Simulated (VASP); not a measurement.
Input of a VASP 6.6.1 run:

INCAR

```
SYSTEM = SiO2
ALGO = Normal
EDIFF = 1E-7
ENCUT = 520
ISIF = 2
ISMEAR = 0
LASPH = .TRUE.
LCHARG = .TRUE.
LELF = .TRUE.
LREAL = .FALSE.
LVHAR = .TRUE.
LWAVE = .FALSE.
NBANDS = 44
NELM = 100
PREC = Accurate
SIGMA = 0.01
```

The input KPOINTS:

```
k-points
0
G
  6 6 6
  0 0 0
```

The input POSCAR:

```
SiO2
1.0
    0.0000000000      4.6986710264      7.3419730999
    2.3471506475      0.0000000000      7.3419730999
    2.3471506475      4.6986710264      0.0000000000
Si O
4 8
Direct
    0.5630813198      0.5630813198      0.9369186802
    0.3130813198      0.3130813198      0.6869186802
    0.6869186802      0.6869186802      0.3130813198
    0.9369186802      0.9369186802      0.5630813198
    0.6250000000      0.1250000000      0.6250000000
    0.6250000000      0.6250000000      0.1250000000
    0.6250000000      0.6250000000      0.6250000000
    0.1250000000      0.6250000000      0.6250000000
    0.1856413953      0.8143586047      0.1856413953
    0.8143586047      0.1856413953      0.8143586047
    0.4356413953      0.0643586047      0.4356413953
    0.0643586047      0.4356413953      0.0643586047
```

Potentials or basis: VASP PAW LDA potentials, release 64 (Si, O).

Run with:

```bash
$ cat potpaw_LDA.64/Si/POTCAR potpaw_LDA.64/O/POTCAR > POTCAR
$ mpirun -np 1 vasp_std > vasp.out
```

**Question.** What does it give for the largest force?

**Answer.** 0.037 eV/Å.

**Question.** What does it give for the band gap on the k mesh?

**Answer.** 5.60 eV.

Forces on the atoms (eV/Å):
```
Si   0.000  0.000  0.037
Si   0.000  0.000  0.037
Si   0.000  0.000 -0.037
Si   0.000  0.000 -0.037
O    0.000  0.000  0.000
O    0.000  0.000  0.000
O    0.000  0.000  0.000
O    0.000  0.000  0.000
O    0.000 -0.036  0.000
O    0.000  0.036  0.000
O    0.000 -0.036  0.000
O    0.000  0.036  0.000
```

A k mesh can miss the band edges.
